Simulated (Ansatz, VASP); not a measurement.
## Two plane-wave programs on TaN

```
Ta N
1.0
     2.93800    0.00000    0.00000
    -1.46900    2.54438    0.00000
     0.00000    0.00000    2.88300
Ta N
1 1
Direct
  0.33333 0.66667 0.50000
  0.00000 0.00000 0.06504
```

Change from the starting cell: all N atoms moved +0.188 Å, as atom 2 along Cartesian [0 0 1].

Alike in both runs: task single point; functional PBEsol; k mesh 18 × 18 × 16; occupations gaussian, width 0.15 eV; no spin polarisation.

|  | VASP | Ansatz |
| --- | --- | --- |
| version | VASP 6.6.1 | Ansatz 0.2.0 |
| potentials or method | VASP PAW PBE potentials, release 64 (Ta_pv, N), cutoff 520 eV | scalar-relativistic, plane waves, PAW |
| valence electrons in the cell | 16 | 18 |

|  | VASP | Ansatz | Ansatz less VASP |
| --- | --- | --- | --- |
| gap on the k mesh at the Fermi level (eV) | none | none | - |
| pressure (GPa) | 3.4 | 2.5 | -0.86 |
| traceless stress, the component that is largest in VASP (GPa) | 1.05 | 0.96 | -0.095 |
| rms of the force components (eV/Å) | 1.622 | 1.608 | -0.0145 |

VASP's potentials were made for PBE, not for PBEsol. Atom by atom the forces differ by 0.015 eV/Å (rms over components). A gap of «none» marks a metal or a gap that the smearing closes. VASP's potentials hold 16 valence electrons a cell and Ansatz's 18, so a difference there can come from the potentials and not from the codes.

Spin-orbit coupling is off throughout.
